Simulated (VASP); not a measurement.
# Sn (Fd-3m) in VASP: single point with PBEsol

Aim: the single point of Sn with PBEsol.

Everything below comes from runs of VASP 6.6.1. Logs are shortened: lines on timing, memory, paths and dates and some standing lists are left out, and cuts for length are marked.

**1. The cell of the first run**

The structure is cubic, space group Fd-3m (No. 227). Conventional cell: a = 6.541 Å, b = 6.541 Å, c = 6.541 Å, α = 90.00°, β = 90.00°, γ = 90.00°. Sn (site symmetry -43m) has 4 Sn at 2.83 Å within 3.7 Å.

**2. Single point, PBEsol**

INCAR reads:

```
SYSTEM = Sn
ALGO     = Normal         ! electronic algorithm
EDIFF    = 1E-6           ! SCF threshold, eV
ENCUT    = 500            ! plane-wave cutoff, eV
GGA      = PS             ! functional
GGA_COMPAT= .False.      
ISIF     = 2              ! what is computed and relaxed
ISMEAR   = 0              ! smearing method
LASPH    = .True.         ! aspherical terms in the spheres
LCHARG   = .True.         ! write CHGCAR
LELF     = .True.         ! ELF
LREAL    = .False.        ! projectors in reciprocal space
LVHAR    = .True.       
LWAVE    = .False.        ! write WAVECAR
NBANDS   = 21             ! bands
NELM     = 120            ! most SCF steps
PREC     = Accurate       ! precision mode
SIGMA    = 0.1            ! smearing width, eV
```

KPOINTS reads:

```
k-points
0
Gamma
  4 4 4
  0 0 0
```

POSCAR reads:

```
Sn
1.0
    0.0000000000      3.2705270535      3.2705270535
    3.2705270535      0.0000000000      3.2705270535
    3.2705270535      3.2705270535      0.0000000000
Sn
2
Direct
    0.5000000000      0.5000000000      0.5000000000
    0.7500000000      0.7500000000      0.7500000000
```

Potentials or basis: VASP PAW PBE potentials, release 64 (Sn_d).

On the command line:

```
$ cat potpaw_PBE.64/Sn_d/POTCAR > POTCAR
$ mpirun -np 1 vasp_std > vasp.out
```

OUTCAR:

```text
SYSTEM = Sn
   EDIFF = 1E-6
   ENCUT = 500
   GGA = PS
   ISIF = 2
   ISMEAR = 0
   LASPH = .True.
   LREAL = .False.
   NELM = 120
   PREC = Accurate

 ion  position               nearest neighbor table
   1  0.500  0.500  0.500-   2 2.83   2 2.83   2 2.83   2 2.83
   2  0.750  0.750  0.750-   1 2.83   1 2.83   1 2.83   1 2.83

  LATTYP: Found a face centered cubic cell.
 ALAT       =     6.5410541070

  Lattice vectors:

 A1 = (   0.0000000000,   3.2705270535,   3.2705270535)
 A2 = (   3.2705270535,   0.0000000000,   3.2705270535)
 A3 = (   3.2705270535,   3.2705270535,   0.0000000000)

Analysis of symmetry for initial positions (statically):
=====================================================================
 Subroutine PRICEL returns:
 Original cell was already a primitive cell.

 Routine SETGRP: Setting up the symmetry group for a
 face centered cubic supercell.

 Subroutine GETGRP returns: Found 48 space group operations
 (whereof 24 operations were pure point group operations)
 out of a pool of 48 trial point group operations.

The static configuration has the point symmetry T_d .
 The point group associated with its full space group is O_h .

Analysis of symmetry for dynamics (positions and initial velocities):
=====================================================================
 Subroutine PRICEL returns:
 Original cell was already a primitive cell.

 Routine SETGRP: Setting up the symmetry group for a
 face centered cubic supercell.

 Subroutine GETGRP returns: Found 48 space group operations
 (whereof 24 operations were pure point group operations)
 out of a pool of 48 trial point group operations.

The dynamic configuration has the point symmetry T_d .
 The point group associated with its full space group is O_h .

 Subroutine INISYM returns: Found 48 space group operations
 (whereof 24 operations are pure point group operations),
 and found     1 'primitive' translations

----------------------------------------------------------------------------------------

                                     Primitive cell

  volume of cell :      69.9654

  direct lattice vectors                    reciprocal lattice vectors
     0.000000000  3.270527053  3.270527053    -0.152880558  0.152880558  0.152880558
     3.270527053  0.000000000  3.270527053     0.152880558 -0.152880558  0.152880558
     3.270527053  3.270527053  0.000000000     0.152880558  0.152880558 -0.152880558

  length of vectors
     4.625223715  4.625223715  4.625223715     0.264796893  0.264796893  0.264796893

  position of ions in fractional coordinates (direct lattice)
     0.500000000  0.500000000  0.500000000
     0.750000000  0.750000000  0.750000000

  ion indices of the primitive-cell ions
   primitive index   ion index
                 1           1
                 2           2

----------------------------------------------------------------------------------------

 KPOINTS: k-points

Automatic generation of k-mesh.
 Grid dimensions read from file:
 generate k-points for:    4    4    4

 Generating k-lattice:

  Cartesian coordinates                     Fractional coordinates (reciprocal lattice)
    -0.038220139  0.038220139  0.038220139     0.250000000  0.000000000  0.000000000
     0.038220139 -0.038220139  0.038220139     0.000000000  0.250000000  0.000000000
     0.038220139  0.038220139 -0.038220139     0.000000000  0.000000000  0.250000000

  Length of vectors
     0.066199223  0.066199223  0.066199223

  Shift w.r.t. Gamma in fractional coordinates (k-lattice)
     0.000000000  0.000000000  0.000000000

 Subroutine IBZKPT returns following result:
 ===========================================

 Found      8 irreducible k-points:

 Following reciprocal coordinates:
            Coordinates               Weight
  0.000000  0.000000  0.000000      1.000000
  0.250000  0.000000  0.000000      8.000000
  0.500000  0.000000  0.000000      4.000000
  0.250000  0.250000  0.000000      6.000000
  0.500000  0.250000  0.000000     24.000000
 -0.250000  0.250000  0.000000     12.000000
  0.500000  0.500000  0.000000      3.000000
 -0.250000  0.500000  0.250000      6.000000
   k-points           NKPTS =      8   k-points in BZ     NKDIM =      8   number of bands    NBANDS=     21
   number of dos      NEDOS =    301   number of ions     NIONS =      2
   total plane-waves  NPLWV =  46656
   dimension x,y,z NGX =    36 NGY =   36 NGZ =   36
   dimension x,y,z NGXF=    72 NGYF=   72 NGZF=   72
   ions per type =               2
   NGX,Y,Z   is equivalent  to a cutoff of  12.94, 12.94, 12.94 a.u.
   NGXF,Y,Z  is equivalent  to a cutoff of  25.88, 25.88, 25.88 a.u.
 SYSTEM =  Sn
   PREC   = accura    normal or accurate (medium, high low for compatibility)
   ISTART =      0    job   : 0-new  1-cont  2-samecut
   ICHARG =      2    charge: 1-file 2-atom 10-const
   ISPIN  =      1    spin polarized calculation?
   LNONCOLLINEAR =      F non collinear calculations
   LSORBIT =      F    spin-orbit coupling
   LASPH  =      T    aspherical Exc in radial PAW
   ENCUT  =  500.0 eV  36.75 Ry    6.06 a.u.   8.43  8.43  8.43*2*pi/ulx,y,z
   NELM   =    120;   NELMIN=  2; NELMDL= -5     # of ELM steps
   EDIFF  = 0.1E-05   stopping-criterion for ELM
   LREAL  =      F    real-space projection
   EDIFFG = 0.1E-04   stopping-criterion for IOM
   NSW    =      0    number of steps for IOM
   IBRION =     -1    ionic relax: 0-MD 1-quasi-New 2-CG
   NFREE  =      0    steps in history (QN), initial steepest desc. (CG)
   ISIF   =      2    stress and relaxation
   ISYM   =      2    0-nonsym 1-usesym 2-fastsym
   POTIM  = 0.5000    time-step for ionic-motion
   TEBEG  =    0.0;   TEEND  =   0.0 temperature during run
   PSTRESS=    0.0 pullay stress
   NELECT =      28.0000    total number of electrons
   NUPDOWN=      -1.0000    fix difference up-down
   EMIN   =  10.00;   EMAX   =-10.00  energy-range for DOS
   EFERMI =   0.00;   METHOD = LEGACY
   ISMEAR =     0;   SIGMA  =   0.10  broadening in eV -4-tet -1-fermi 0-gaus
   EFERMI_NEDOS =   21; number of points for ismear=-14 and -15
   IALGO  =     38    algorithm
   IMIX   =      4    mixing-type and parameters
     AMIX     =   0.40;   BMIX     =  1.00
     AMIX_MAG =   1.60;   BMIX_MAG =  1.00
  volume/ion in A,a.u.               =      34.98       236.07
  Fermi-wavevector in a.u.,A,eV,Ry     =   1.206423  2.279810 19.802701  1.455457
  Thomas-Fermi vector in A             =   2.342091
   LORBIT       =      0    0 simple, 1 ext, 2 COOP (PROOUT), +10 PAW based schemes
   GGA     = PS    functional components
   LHFCALC =     F    Hartree Fock is set to
   AEXX    =    0.0000 exact exchange contribution
   IVDW    =     0    specifies the selected vdW correction
   LEPSILON=     F    determine dielectric tensor
   LRPA    =     F    only Hartree local field effects (RPA)
 non-spin polarized calculation
 Gauss-broadening in eV      SIGMA  =   0.10
  energy-cutoff  :      500.00
  volume of cell :       69.97
 maximum number of plane-waves:      1807
 NGX is ok and might be reduce to    36
   NGX = 17   NGY = 17   NGZ = 17

 number of electron      27.9999986 magnetization

 Free energy of the ion-electron system (eV)
  ---------------------------------------------------
  ext. energy  EPLUGINS =         0.00000000
  ---------------------------------------------------
  free energy    TOTEN  =        -8.27500092 eV

  energy without entropy =       -8.27142089  energy(sigma->0) =       -8.27321090

 E-fermi :   5.1586     XC(G=0):  -8.9412

 val. band max:        4.6240974751   @ k =   0.2500   0.0000   0.0000
 cond. band min:       5.1589348175   @ k =   0.5000   0.0000   0.0000
 fundamental gap:      0.5348373424
 Fermi energy:         5.1585850296

 k-point     1 :       0.0000    0.0000    0.0000
  band No.  band energies     occupation
      1     -16.2670      2.00000
      2     -16.2670      2.00000
      3     -16.2670      2.00000
      4     -16.2105      2.00000
      5     -16.2105      2.00000
      6     -15.9173      2.00000
[... 13 lines left out ...]
     20      13.1674      0.00000
     21      13.1674      0.00000

 k-point     2 :       0.2500    0.0000    0.0000
  band No.  band energies     occupation
      1     -16.2912      2.00000
      2     -16.2912      2.00000
      3     -16.2546      2.00000
      4     -16.1731      2.00000
      5     -16.1731      2.00000
      6     -15.9601      2.00000
[... 13 lines left out ...]
     20      12.0784      0.00000
     21      12.0784      0.00000

 k-point     3 :       0.5000    0.0000    0.0000
  band No.  band energies     occupation
      1     -16.3014      2.00000
      2     -16.3014      2.00000
      3     -16.2412      2.00000
      4     -16.1532      2.00000
      5     -16.1532      2.00000
      6     -15.9754      2.00000
[... 13 lines left out ...]
     20      13.9117      0.00000
     21      13.9406      0.00000

 k-point     4 :       0.2500    0.2500    0.0000
  band No.  band energies     occupation
      1     -16.2932      2.00000
      2     -16.2932      2.00000
      3     -16.2696      2.00000
      4     -16.1657      2.00000
      5     -16.1203      2.00000
      6     -16.0396      2.00000
[... 13 lines left out ...]
     20      13.0728      0.00000
     21      13.8577      0.00000

 k-point     5 :       0.5000    0.2500    0.0000
  band No.  band energies     occupation
      1     -16.3290      2.00000
      2     -16.3101      2.00000
      3     -16.2104      2.00000
      4     -16.1188      2.00000
      5     -16.0921      2.00000
      6     -16.0659      2.00000
[... 13 lines left out ...]
     20      14.2259      0.00000
     21      14.3275      0.00000

 k-point     6 :      -0.2500    0.2500    0.0000
  band No.  band energies     occupation
      1     -16.3229      2.00000
      2     -16.3117      2.00000
      3     -16.2053      2.00000
      4     -16.1505      2.00000
      5     -16.1162      2.00000
      6     -16.0165      2.00000
[... 13 lines left out ...]
     20      12.7679      0.00000
     21      14.5358      0.00000

 k-point     7 :       0.5000    0.5000    0.0000
  band No.  band energies     occupation
      1     -16.3158      2.00000
      2     -16.3158      2.00000
      3     -16.1873      2.00000
      4     -16.1873      2.00000
      5     -16.0587      2.00000
      6     -16.0587      2.00000
[... 13 lines left out ...]
     20      14.3318      0.00000
     21      15.5515      0.00000

 k-point     8 :      -0.2500    0.5000    0.2500
  band No.  band energies     occupation
      1     -16.3322      2.00000
      2     -16.3322      2.00000
      3     -16.1332      2.00000
      4     -16.1332      2.00000
      5     -16.0671      2.00000
      6     -16.0671      2.00000
[... 13 lines left out ...]
     20      14.1550      0.00000
     21      15.3687      0.00000

------------------------ aborting loop because EDIFF is reached ----------------------------------------

  FORCE on cell =-STRESS in cart. coord.  units (eV):
  Direction    XX          YY          ZZ          XY          YZ          ZX
  --------------------------------------------------------------------------------------
  -------------------------------------------------------------------------------------
  Total        0.2422574      0.2422574      0.2422574      0.0000000      0.0000000     -0.0000000
  in kB        5.5475905      5.5475905      5.5475905      0.0000000      0.0000000     -0.0000000
  external PRESSURE =       5.5475905 kB  Pullay stress =       0.0000000 kB

 VOLUME and BASIS-vectors are now :
 -----------------------------------------------------------------------------
  energy-cutoff  :      500.00
  volume of cell :       69.97
      direct lattice vectors                 reciprocal lattice vectors
     0.000000000  3.270527053  3.270527053    -0.152880558  0.152880558  0.152880558
     3.270527053  0.000000000  3.270527053     0.152880558 -0.152880558  0.152880558
     3.270527053  3.270527053  0.000000000     0.152880558  0.152880558 -0.152880558

 POSITION                                       TOTAL-FORCE (eV/Angst)
 -----------------------------------------------------------------------------------
      3.27053      3.27053      3.27053        -0.000000     -0.000000     -0.000000
      4.90579      4.90579      4.90579         0.000000      0.000000      0.000000
 -----------------------------------------------------------------------------------
    total drift:                                0.000000      0.000000      0.000000

  FREE ENERGIE OF THE ION-ELECTRON SYSTEM (eV)
  ---------------------------------------------------
  free  energy   TOTEN  =        -8.2750009177 eV

  energy  without entropy=       -8.2714208880  energy(sigma->0) =       -8.27321090
```

Wall time 18 s (1 thread of AMD EPYC 7R43 (Zen 3), shared host); peak memory 0.16 GiB.

What came out:

- Free energy: -8.2750 eV
- Pressure: 0.6 GPa
- Band gap on the k mesh: zero (band 14 reaches 5.36 eV, above the bottom of band 15 at 5.16 eV)

Levels at points of the mesh, in eV from the Fermi level:
| k point | band 11 | band 12 | band 13 | band 14 | band 15 | band 16 | band 17 | band 18 |
| --- | --- | --- | --- | --- | --- | --- | --- | --- |
| (0.00, 0.00, 0.00) | -10.36 | -0.74 | 0.20 | 0.20 | 0.20 | 2.25 | 2.25 | 2.25 |
| (0.50, 0.00, 0.00) | -8.78 | -6.13 | -0.98 | -0.98 | 0.00 | 3.30 | 3.30 | 5.65 |
| (0.50, 0.50, 0.00) | -7.34 | -7.34 | -2.29 | -2.29 | 0.89 | 0.89 | 7.66 | 7.66 |

Caveat: the k points lie up to 0.42 Å⁻¹ apart; the PAW data sets were made with another functional, which shifts forces and pressure a little; spin-orbit coupling is left out, which moves the levels of the heavy elements.
